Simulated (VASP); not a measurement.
A run of VASP 6.6.1:

INCAR

```
SYSTEM = Be2Si
PREC = Accurate
ENCUT = 600
EDIFF = 1E-6
ISMEAR = -1
SIGMA = 0.02
LREAL = .FALSE.
LASPH = .TRUE.
NELM = 120
ALGO = Normal
ISIF = 2
LWAVE = .FALSE.
LCHARG = .TRUE.
GGA = PS
LELF = .TRUE.
LVHAR = .TRUE.
NBANDS = 11
GGA_COMPAT = .FALSE.
```

Contents of KPOINTS:

```
Automatic mesh
0
G
  2 2 2
  0 0 0
```

File POSCAR:

```
Be2Si
1.0
    0.0000000000      2.6413830465      2.6413830465
    2.6413830465      0.0000000000      2.6413830465
    2.6413830465      2.6413830465      0.0000000000
Si Be
1 2
Direct
    0.0000000000      0.0000000000      0.0000000000
    0.2500000000      0.2500000000      0.2500000000
    0.7500000000      0.7500000000      0.7500000000
```

Potentials or basis: VASP PAW PBE potentials, release 64 (Si, Be).

Command:

```sh
$ cat potpaw_PBE.64/Si/POTCAR potpaw_PBE.64/Be/POTCAR > POTCAR
$ mpirun -np 1 vasp_std > vasp.out
```

Hardware: 1 thread of AMD EPYC 9R45 96-Core Processor (Zen 5), on a shared host.

Task: Estimate the wall time of this run.

Result: Wall time 2.8 s on 1 thread of AMD EPYC 9R45 96-Core Processor (Zen 5), on a shared host, peak memory 0.12 GiB. Counts: scf iterations 11, k points 3.
